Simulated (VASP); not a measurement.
# CdTe (F-43m) in VASP: single point with PBE

Aim: the single point of CdTe with PBE.

All numbers are computed with VASP 6.6.1; they aren't measurements. Logs are shortened: lines on timing, memory, paths and dates and some standing lists are left out, and cuts for length are marked.

**1. The cell of the first run**

It takes space group F-43m (No. 216, cubic). Conventional cell: a = 6.410 Å, b = 6.410 Å, c = 6.410 Å, α = 90.00°, β = 90.00°, γ = 90.00°. Within 3.7 Å of Cd (site symmetry -43m) lie 4 Te at 2.78 Å. Te (site symmetry -43m) has 4 Cd at 2.78 Å within 3.7 Å.

**2. Single point, PBE**

Input file INCAR:

```
PREC = Accurate
ENCUT = 500
EDIFF = 1E-6
ISMEAR = -1
SIGMA = 0.02
LREAL = F
LASPH = T
NELM = 120
ALGO = Normal
ISIF = 2
LWAVE = F
LCHARG = T
GGA = PE
LELF = T
LVHAR = T
NBANDS = 16
GGA_COMPAT = F
```

Input file KPOINTS:

```
Automatic mesh
0
Gamma
  6 6 6
```

Input file POSCAR:

```
CdTe
1.0
    0.0000000000      3.2050000000      3.2050000000
    3.2050000000      0.0000000000      3.2050000000
    3.2050000000      3.2050000000      0.0000000000
Cd Te
1 1
Direct
    0.0000000000      0.0000000000      0.0000000000
    0.2500000000      0.2500000000      0.2500000000
```

Potentials or basis: VASP PAW PBE potentials, release 64 (Cd, Te).

Command:

```
$ cat potpaw_PBE.64/Cd/POTCAR potpaw_PBE.64/Te/POTCAR > POTCAR
$ mpirun -np 1 vasp_std > vasp.out
```

OUTCAR:

```text
PREC = Accurate
   ENCUT = 500
   EDIFF = 1E-6
   ISMEAR = -1
   LREAL = F
   LASPH = T
   NELM = 120
   ISIF = 2
   GGA = PE

 ion  position               nearest neighbor table
   1  0.000  0.000  0.000-   2 2.78   2 2.78   2 2.78   2 2.78
   2  0.250  0.250  0.250-   1 2.78   1 2.78   1 2.78   1 2.78

  LATTYP: Found a face centered cubic cell.
 ALAT       =     6.4100000000

  Lattice vectors:

 A1 = (   0.0000000000,   3.2050000000,   3.2050000000)
 A2 = (   3.2050000000,   0.0000000000,   3.2050000000)
 A3 = (   3.2050000000,   3.2050000000,   0.0000000000)

Analysis of symmetry for initial positions (statically):
=====================================================================
 Subroutine PRICEL returns:
 Original cell was already a primitive cell.

 Routine SETGRP: Setting up the symmetry group for a
 face centered cubic supercell.

 Subroutine GETGRP returns: Found 24 space group operations
 (whereof 24 operations were pure point group operations)
 out of a pool of 48 trial point group operations.

The static configuration has the point symmetry T_d .

Analysis of symmetry for dynamics (positions and initial velocities):
=====================================================================
 Subroutine PRICEL returns:
 Original cell was already a primitive cell.

 Routine SETGRP: Setting up the symmetry group for a
 face centered cubic supercell.

 Subroutine GETGRP returns: Found 24 space group operations
 (whereof 24 operations were pure point group operations)
 out of a pool of 48 trial point group operations.

The dynamic configuration has the point symmetry T_d .

 Subroutine INISYM returns: Found 24 space group operations
 (whereof 24 operations are pure point group operations),
 and found     1 'primitive' translations

----------------------------------------------------------------------------------------

                                     Primitive cell

  volume of cell :      65.8437

  direct lattice vectors                    reciprocal lattice vectors
     0.000000000  3.205000000  3.205000000    -0.156006240  0.156006240  0.156006240
     3.205000000  0.000000000  3.205000000     0.156006240 -0.156006240  0.156006240
     3.205000000  3.205000000  0.000000000     0.156006240  0.156006240 -0.156006240

  length of vectors
     4.532554467  4.532554467  4.532554467     0.270210734  0.270210734  0.270210734

  position of ions in fractional coordinates (direct lattice)
     0.000000000  0.000000000  0.000000000
     0.250000000  0.250000000  0.250000000

  ion indices of the primitive-cell ions
   primitive index   ion index
                 1           1
                 2           2

----------------------------------------------------------------------------------------

 KPOINTS: Automatic mesh

Automatic generation of k-mesh.
 Grid dimensions read from file:
 generate k-points for:    6    6    6

 Generating k-lattice:

  Cartesian coordinates                     Fractional coordinates (reciprocal lattice)
    -0.026001040  0.026001040  0.026001040     0.166666667  0.000000000  0.000000000
     0.026001040 -0.026001040  0.026001040     0.000000000  0.166666667  0.000000000
     0.026001040  0.026001040 -0.026001040     0.000000000  0.000000000  0.166666667

  Length of vectors
     0.045035122  0.045035122  0.045035122

  Shift w.r.t. Gamma in fractional coordinates (k-lattice)
     0.000000000  0.000000000  0.000000000

 Subroutine IBZKPT returns following result:
 ===========================================

 Found     16 irreducible k-points:

 Following reciprocal coordinates:
            Coordinates               Weight
  0.000000  0.000000  0.000000      1.000000
  0.166667  0.000000  0.000000      8.000000
  0.333333  0.000000  0.000000      8.000000
  0.500000  0.000000  0.000000      4.000000
  0.166667  0.166667  0.000000      6.000000
  0.333333  0.166667  0.000000     24.000000
[... 8 lines left out ...]
 -0.333333  0.333333  0.166667     24.000000
 -0.333333  0.500000  0.166667     12.000000
   k-points           NKPTS =     16   k-points in BZ     NKDIM =     16   number of bands    NBANDS=     16
   number of dos      NEDOS =    301   number of ions     NIONS =      2
   total plane-waves  NPLWV =  46656
   dimension x,y,z NGX =    36 NGY =   36 NGZ =   36
   dimension x,y,z NGXF=    72 NGYF=   72 NGZF=   72
   ions per type =               1   1
   NGX,Y,Z   is equivalent  to a cutoff of  13.20, 13.20, 13.20 a.u.
   NGXF,Y,Z  is equivalent  to a cutoff of  26.41, 26.41, 26.41 a.u.
 SYSTEM =  unknown system
   PREC   = accura    normal or accurate (medium, high low for compatibility)
   ISTART =      0    job   : 0-new  1-cont  2-samecut
   ICHARG =      2    charge: 1-file 2-atom 10-const
   ISPIN  =      1    spin polarized calculation?
   LNONCOLLINEAR =      F non collinear calculations
   LSORBIT =      F    spin-orbit coupling
   LASPH  =      T    aspherical Exc in radial PAW
   ENCUT  =  500.0 eV  36.75 Ry    6.06 a.u.   8.26  8.26  8.26*2*pi/ulx,y,z
   NELM   =    120;   NELMIN=  2; NELMDL= -5     # of ELM steps
   EDIFF  = 0.1E-05   stopping-criterion for ELM
   LREAL  =      F    real-space projection
   EDIFFG = 0.1E-04   stopping-criterion for IOM
   NSW    =      0    number of steps for IOM
   IBRION =     -1    ionic relax: 0-MD 1-quasi-New 2-CG
   NFREE  =      0    steps in history (QN), initial steepest desc. (CG)
   ISIF   =      2    stress and relaxation
   ISYM   =      2    0-nonsym 1-usesym 2-fastsym
   POTIM  = 0.5000    time-step for ionic-motion
   TEBEG  =    0.0;   TEEND  =   0.0 temperature during run
   PSTRESS=    0.0 pullay stress
   NELECT =      18.0000    total number of electrons
   NUPDOWN=      -1.0000    fix difference up-down
   EMIN   =  10.00;   EMAX   =-10.00  energy-range for DOS
   EFERMI =   0.00;   METHOD = LEGACY
   ISMEAR =    -1;   SIGMA  =   0.02  broadening in eV -4-tet -1-fermi 0-gaus
   EFERMI_NEDOS =   21; number of points for ismear=-14 and -15
   IALGO  =     38    algorithm
   IMIX   =      4    mixing-type and parameters
     AMIX     =   0.40;   BMIX     =  1.00
     AMIX_MAG =   1.60;   BMIX_MAG =  1.00
  volume/ion in A,a.u.               =      32.92       222.17
  Fermi-wavevector in a.u.,A,eV,Ry     =   1.062497  2.007828 15.359610  1.128899
  Thomas-Fermi vector in A             =   2.197950
   LORBIT       =      0    0 simple, 1 ext, 2 COOP (PROOUT), +10 PAW based schemes
   GGA     = PE    functional components
   LHFCALC =     F    Hartree Fock is set to
   AEXX    =    0.0000 exact exchange contribution
   IVDW    =     0    specifies the selected vdW correction
   LEPSILON=     F    determine dielectric tensor
   LRPA    =     F    only Hartree local field effects (RPA)
 non-spin polarized calculation
  energy-cutoff  :      500.00
  volume of cell :       65.84
 maximum number of plane-waves:      1687
 NGX is ok and might be reduce to    36
   NGX = 17   NGY = 17   NGZ = 17

 number of electron      17.9999995 magnetization

 Free energy of the ion-electron system (eV)
  ---------------------------------------------------
  ext. energy  EPLUGINS =         0.00000000
  ---------------------------------------------------
  free energy    TOTEN  =        -4.72106072 eV

  energy without entropy =       -4.72106072  energy(sigma->0) =       -4.72106072

 E-fermi :   3.0530     XC(G=0):  -8.7306

 val. band max:        2.6580297748   @ k =   0.0000   0.0000   0.0000
 cond. band min:       3.5295930626   @ k =   0.0000   0.0000   0.0000
 fundamental gap:      0.8715632878
 Fermi energy:         3.0530121923

 k-point     1 :       0.0000    0.0000    0.0000
  band No.  band energies     occupation
      1      -8.7099      2.00000
      2      -5.7529      2.00000
      3      -5.7529      2.00000
      4      -5.7529      2.00000
      5      -5.4674      2.00000
      6      -5.4674      2.00000
[... 8 lines left out ...]
     15      12.0711      0.00000
     16      12.0711      0.00000

 k-point     2 :       0.1667    0.0000    0.0000
  band No.  band energies     occupation
      1      -8.6024      2.00000
      2      -5.7324      2.00000
      3      -5.7324      2.00000
      4      -5.6664      2.00000
      5      -5.4687      2.00000
      6      -5.4687      2.00000
[... 8 lines left out ...]
     15      11.1483      0.00000
     16      11.1483      0.00000

 k-point     3 :       0.3333    0.0000    0.0000
  band No.  band energies     occupation
      1      -8.3873      2.00000
      2      -5.6972      2.00000
      3      -5.6972      2.00000
      4      -5.4644      2.00000
      5      -5.4644      2.00000
      6      -5.3664      2.00000
[... 8 lines left out ...]
     15      11.5790      0.00000
     16      11.5790      0.00000

 k-point     4 :       0.5000    0.0000    0.0000
  band No.  band energies     occupation
      1      -8.2822      2.00000
      2      -5.6836      2.00000
      3      -5.6836      2.00000
      4      -5.4575      2.00000
      5      -5.4575      2.00000
      6      -5.0868      2.00000
[... 8 lines left out ...]
     15      13.0459      0.00000
     16      13.0459      0.00000

 k-point     5 :       0.1667    0.1667    0.0000
  band No.  band energies     occupation
      1      -8.5670      2.00000
      2      -5.7117      2.00000
      3      -5.7117      2.00000
      4      -5.6687      2.00000
      5      -5.4765      2.00000
      6      -5.4590      2.00000
[... 8 lines left out ...]
     15      11.9505      0.00000
     16      12.3104      0.00000

 k-point     6 :       0.3333    0.1667    0.0000
  band No.  band energies     occupation
      1      -8.3889      2.00000
      2      -5.6845      2.00000
      3      -5.6716      2.00000
      4      -5.5271      2.00000
      5      -5.4527      2.00000
      6      -5.3919      2.00000
[... 8 lines left out ...]
     15      12.4677      0.00000
     16      12.4871      0.00000

 k-point     7 :       0.5000    0.1667    0.0000
  band No.  band energies     occupation
      1      -8.2504      2.00000
      2      -5.6684      2.00000
      3      -5.6546      2.00000
      4      -5.4859      2.00000
      5      -5.4544      2.00000
      6      -5.0618      2.00000
[... 8 lines left out ...]
     15      12.7707      0.00000
     16      13.1350      0.00000

 k-point     8 :      -0.3333    0.1667    0.0000
  band No.  band energies     occupation
      1      -8.2844      2.00000
      2      -5.6700      2.00000
      3      -5.6694      2.00000
      4      -5.4715      2.00000
      5      -5.4706      2.00000
      6      -5.1564      2.00000
[... 8 lines left out ...]
     15      11.9083      0.00000
     16      13.1066      0.00000

 k-point     9 :      -0.1667    0.1667    0.0000
  band No.  band energies     occupation
      1      -8.4594      2.00000
      2      -5.7089      2.00000
      3      -5.6934      2.00000
      4      -5.5304      2.00000
      5      -5.4783      2.00000
      6      -5.4431      2.00000
[... 8 lines left out ...]
     15      11.7066      0.00000
     16      12.5193      0.00000

 k-point    10 :       0.3333    0.3333    0.0000
  band No.  band energies     occupation
      1      -8.2855      2.00000
      2      -5.6216      2.00000
      3      -5.6216      2.00000
      4      -5.5725      2.00000
      5      -5.4423      2.00000
      6      -5.2675      2.00000
[... 8 lines left out ...]
     15      12.9710      0.00000
     16      14.8359      0.00000

 k-point    11 :       0.5000    0.3333    0.0000
  band No.  band energies     occupation
      1      -8.1854      2.00000
      2      -5.6218      2.00000
      3      -5.5981      2.00000
      4      -5.5415      2.00000
      5      -5.4435      2.00000
      6      -4.9896      2.00000
[... 8 lines left out ...]
     15      13.4268      0.00000
     16      14.3209      0.00000

 k-point    12 :      -0.3333    0.3333    0.0000
  band No.  band energies     occupation
      1      -8.1859      2.00000
      2      -5.6428      2.00000
      3      -5.6194      2.00000
      4      -5.4982      2.00000
      5      -5.4626      2.00000
      6      -4.9201      2.00000
[... 8 lines left out ...]
     15      11.7065      0.00000
     16      14.9870      0.00000

 k-point    13 :       0.5000    0.5000    0.0000
  band No.  band energies     occupation
      1      -8.1523      2.00000
      2      -5.5874      2.00000
      3      -5.5722      2.00000
      4      -5.5722      2.00000
      5      -5.4339      2.00000
      6      -4.9355      2.00000
[... 8 lines left out ...]
     15      13.5224      0.00000
     16      14.3303      0.00000

 k-point    14 :       0.5000    0.3333    0.1667
  band No.  band energies     occupation
      1      -8.2517      2.00000
      2      -5.6478      2.00000
      3      -5.6403      2.00000
      4      -5.5145      2.00000
      5      -5.4538      2.00000
      6      -5.1308      2.00000
[... 8 lines left out ...]
     15      13.0545      0.00000
     16      14.2210      0.00000

 k-point    15 :      -0.3333    0.3333    0.1667
  band No.  band energies     occupation
      1      -8.1859      2.00000
      2      -5.6398      2.00000
      3      -5.6239      2.00000
      4      -5.4947      2.00000
      5      -5.4647      2.00000
      6      -4.9190      2.00000
[... 8 lines left out ...]
     15      13.2619      0.00000
     16      13.9887      0.00000

 k-point    16 :      -0.3333    0.5000    0.1667
  band No.  band energies     occupation
      1      -8.1538      2.00000
      2      -5.6107      2.00000
      3      -5.6066      2.00000
      4      -5.5204      2.00000
      5      -5.4539      2.00000
      6      -4.8651      2.00000
[... 8 lines left out ...]
     15      13.8581      0.00000
     16      14.1565      0.00000

------------------------ aborting loop because EDIFF is reached ----------------------------------------

  FORCE on cell =-STRESS in cart. coord.  units (eV):
  Direction    XX          YY          ZZ          XY          YZ          ZX
  --------------------------------------------------------------------------------------
  -------------------------------------------------------------------------------------
  Total        1.8105902      1.8105902      1.8105902      0.0000000      0.0000000     -0.0000000
  in kB       44.0571760     44.0571760     44.0571760      0.0000000      0.0000000     -0.0000000
  external PRESSURE =      44.0571760 kB  Pullay stress =       0.0000000 kB

 VOLUME and BASIS-vectors are now :
 -----------------------------------------------------------------------------
  energy-cutoff  :      500.00
  volume of cell :       65.84
      direct lattice vectors                 reciprocal lattice vectors
     0.000000000  3.205000000  3.205000000    -0.156006240  0.156006240  0.156006240
     3.205000000  0.000000000  3.205000000     0.156006240 -0.156006240  0.156006240
     3.205000000  3.205000000  0.000000000     0.156006240  0.156006240 -0.156006240

 POSITION                                       TOTAL-FORCE (eV/Angst)
 -----------------------------------------------------------------------------------
      0.00000      0.00000      0.00000        -0.000000     -0.000000     -0.000000
      1.60250      1.60250      1.60250         0.000000      0.000000      0.000000
 -----------------------------------------------------------------------------------
    total drift:                                0.000000      0.000000      0.000000

  FREE ENERGIE OF THE ION-ELECTRON SYSTEM (eV)
  ---------------------------------------------------
  free  energy   TOTEN  =        -4.7210607214 eV

  energy  without entropy=       -4.7210607214  energy(sigma->0) =       -4.72106072
```

Run time: 33 s. Hardware: 1 thread of AMD EPYC 7R13, shared host; peak memory 0.18 GiB.

What came out:

```yaml
Free_energy: -4.7211 eV
Pressure: 4.4 GPa
Band_gap_on_the_k_mesh: 0.87 eV, direct
```

Levels at points of the mesh, in eV from the valence-band top:
| k point | band 6 | band 7 | band 8 | band 9 | band 10 | band 11 | band 12 | band 13 |
| --- | --- | --- | --- | --- | --- | --- | --- | --- |
| (0.00, 0.00, 0.00) | -8.13 | 0.00 | 0.00 | 0.00 | 0.87 | 4.57 | 4.57 | 4.57 |
| (0.50, 0.00, 0.00) | -7.74 | -4.62 | -0.83 | -0.83 | 1.85 | 5.17 | 5.17 | 7.10 |
| (0.50, 0.50, 0.00) | -7.59 | -4.47 | -1.98 | -1.98 | 2.53 | 2.66 | 9.03 | 9.30 |

Caveat: spin-orbit coupling is left out, which moves the levels of the heavy elements.
